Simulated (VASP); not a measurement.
## Ba: single point with PBE

The system is Ba.

```
Ba
1.0
     0.00000    2.68147    2.68147
     2.68147    0.00000    2.68147
     2.68147    2.68147    0.00000
Ba
1
Cartesian
  0.0000 0.0000 0.0000
```

This cell differs from its parent crystal: volume scaled by 0.6.

```
Program                : VASP 6.6.1
Task                   : single point
Functional             : PBE
Potentials or basis    : VASP PAW PBE potentials, release 64 (Ba_sv)
Cutoff                 : 520 eV
k mesh                 : 10 × 10 × 10
Occupations            : fermi-dirac, width 0.1 eV
Spin                   : no spin polarisation
Dipole correction      : no
Further INCAR settings : ALGO = Normal; EDIFF = 1e-07; NBANDS = 11
```

```yaml
Pressure: 8.2 GPa
Band_gap_on_the_k_mesh: zero (band 5 reaches 4.17 eV, above the bottom of band 6 at 2.79 eV)
```

Levels at points of the mesh, in eV from the Fermi level:
```
           k point  band 1  band 2  band 3  band 4  band 5  band 6  band 7  band 8  band 9  band 10
(0.00, 0.00, 0.00)  -28.39  -12.64  -12.64  -12.64   -2.56    2.25    2.25    2.25    4.97     4.97
(0.50, 0.00, 0.00)  -28.09  -14.54  -12.87  -12.87   -1.16    1.97    1.97    3.33    7.14     7.14
(0.50, 0.50, 0.00)  -27.99  -14.40  -13.31  -13.31   -1.61   -0.88    5.12    7.22    7.87     7.87
```

Wall time 7.8 s on 1 thread of Intel(R) Xeon(R) 6975P-C (Granite Rapids) (shared host), peak memory 0.16 GiB.

Caveat: spin-orbit coupling is left out, which moves the levels of the heavy elements.
